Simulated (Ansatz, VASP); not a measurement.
# Mg in VASP and in Ansatz

```
Mg
1.0
    -4.81327    2.77894   -5.14592
     4.81327    2.77894   -5.14592
     0.00000   -5.55788   -5.14592
Mg
17
Direct
  0.69333 0.02743 0.02930
  0.02930 0.35999 0.36076
  0.69333 0.69597 0.36076
  0.36076 0.35999 0.02930
  0.02930 0.02743 0.69333
  0.69343 0.36010 0.69343
  0.02871 0.69537 0.02871
  0.36076 0.69597 0.69333
  0.97464 0.97301 0.30635
  0.30635 0.97301 0.97464
  0.63688 0.30355 0.30580
  0.30635 0.64131 0.30635
  0.97194 0.30586 0.97194
  0.63688 0.97247 0.63688
  0.30580 0.30355 0.63688
  0.63919 0.63861 0.97194
  0.97194 0.63861 0.63919
```

Change from the starting cell: Mg vacancy (site c), charge +0, atoms relaxed at the host's cell.

Alike in both runs: functional PBE; k mesh 4 × 4 × 4; occupations gaussian, width 0.1 eV; no spin polarisation.

Ansatz relaxed the structure, and its values are those at the end. VASP's run is a single point on that final structure, the one shown.

```csv
,VASP,Ansatz
version,VASP 6.6.1,Ansatz 0.2.0
potentials or method,"VASP PAW PBE potentials, release 64 (Mg), cutoff 520 eV","scalar-relativistic, plane waves, PAW"
valence electrons in the cell,34,170
```

```tsv
	VASP	Ansatz	Ansatz less VASP
gap on the k mesh at the Fermi level (eV)	none	none	-
rms of the force components (eV/Å)	0.004	0.005	+0.0010
```

A gap of «none» marks a metal or a gap that the smearing closes. VASP's potentials hold 34 valence electrons a cell and Ansatz's 170, so a difference there can come from the potentials and not from the codes.
